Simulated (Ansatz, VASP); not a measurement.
One calculation of CaYC2N2, two programs

```
CELL_PARAMETERS angstrom
3.73605 -1.83989 0.00000
3.73605 1.83989 0.00000
-3.05392 0.00000 5.96105
ATOMIC_POSITIONS crystal
Ca 0.50000 0.50000 0.50000
Y 0.00000 0.00000 0.00000
C 0.20343 0.20343 0.80793
C 0.79657 0.79657 0.19207
N 0.32069 0.32069 0.71958
N 0.67931 0.67931 0.28042
```

Alike in both runs: task single point; functional PBE; k mesh 6 × 6 × 4; occupations gaussian, width 0.1 eV; collinear spin.

|  | VASP | Ansatz |
| --- | --- | --- |
| version | VASP 6.6.1 | Ansatz 0.2.0 |
| potentials or method | VASP PAW PBE potentials, release 64 (Ca_sv, Y_sv, C, N), cutoff 520 eV | scalar-relativistic, plane waves, PAW |
| valence electrons in the cell | 39 | 39 |

Ansatz gave:

* gap on the k mesh at the Fermi level (eV): none
* pressure (GPa): 0.0
* traceless stress, the component that is largest in VASP (GPa): 0.10
* rms of the force components (eV/Å): 0.009
* net moment per atom (μB): 0.00

Question: Estimate VASP's values.

Answer: gap on the k mesh at the Fermi level (eV): none; pressure (GPa): 0.4; traceless stress, the component that is largest in VASP (GPa): 0.49; rms of the force components (eV/Å): 0.079; net moment per atom (μB): 0.00.

Atom by atom the forces differ by 0.077 eV/Å (rms over components). A gap of «none» marks a metal or a gap that the smearing closes. Ansatz's warnings: seeded moment not kept.
